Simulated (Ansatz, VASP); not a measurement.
# One calculation of Al3BP4, two programs

```
Al B P
1.0
    -2.44654    2.44654    6.03468
     2.44654   -2.44654    6.03468
     2.44654    2.44654   -6.03468
Al B P
3 1 4
Direct
  0.23883 0.23883 0.00000
  0.76117 0.76117 0.00000
  0.00000 0.00000 0.00000
  0.50000 0.50000 0.00000
  0.16818 0.16818 0.55728
  0.61090 0.61090 0.44272
  0.83182 0.38910 0.00000
  0.38910 0.83182 0.00000
```

Alike in both runs: functional PBE; k mesh 4 × 4 × 4; occupations gaussian, width 0.2 eV; no spin polarisation.

Ansatz relaxed the structure, and its values are those at the end. VASP's run is a single point on that final structure, the one shown.

|  | VASP | Ansatz |
| --- | --- | --- |
| version | VASP 6.6.1 | Ansatz 0.2.0 |
| potentials or method | VASP PAW PBE potentials, release 64 (Al, B, P), cutoff 500 eV | scalar-relativistic, plane waves, PAW |
| valence electrons in the cell | 32 | 32 |

|  | VASP | Ansatz | Ansatz less VASP |
| --- | --- | --- | --- |
| gap on the k mesh at the Fermi level (eV) | none | none | - |
| pressure (GPa) | 0.1 | 0.2 | +0.10 |
| rms of the force components (eV/Å) | 0.015 | 0.015 | -0.0001 |

A gap of «none» marks a metal or a gap that the smearing closes.

The k mesh is coarse, so the values compare programs but aren't converged.
